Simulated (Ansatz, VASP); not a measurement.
Two plane-wave programs on Au

```
Au
1.0
    -1.57441    1.57441    1.65727
     1.57441   -1.57441    1.65727
     1.57441    1.57441   -1.65727
Au
1
Direct
  0.00000 0.00000 0.00000
```

Change from the starting cell: strain -0.050 along x and y, +0.000 along z, atoms carried along.

Alike in both runs: task single point; functional r2SCAN; k mesh 20 × 20 × 20; occupations gaussian, width 0.15 eV; no spin polarisation.

|  | VASP | Ansatz |
| --- | --- | --- |
| version | VASP 6.6.1 | Ansatz 0.2.0 |
| potentials or method | VASP PAW PBE potentials, release 64 (Au), cutoff 520 eV | scalar-relativistic, plane waves, PAW |
| valence electrons in the cell | 11 | 19 |

VASP gave:

```
gap on the k mesh at the Fermi level (eV)                     : none
pressure (GPa)                                                : 13.1
traceless stress, the component that is largest in VASP (GPa) : 0.18
```

Q: Estimate Ansatz's values.

A: gap on the k mesh at the Fermi level (eV): none; pressure (GPa): 12.6; traceless stress, the component that is largest in VASP (GPa): 0.16.

VASP's potentials were made for PBE, not for r2SCAN. A gap of «none» marks a metal or a gap that the smearing closes. VASP's potentials hold 11 valence electrons a cell and Ansatz's 19, so a difference there can come from the potentials and not from the codes.

Spin-orbit coupling is off throughout.
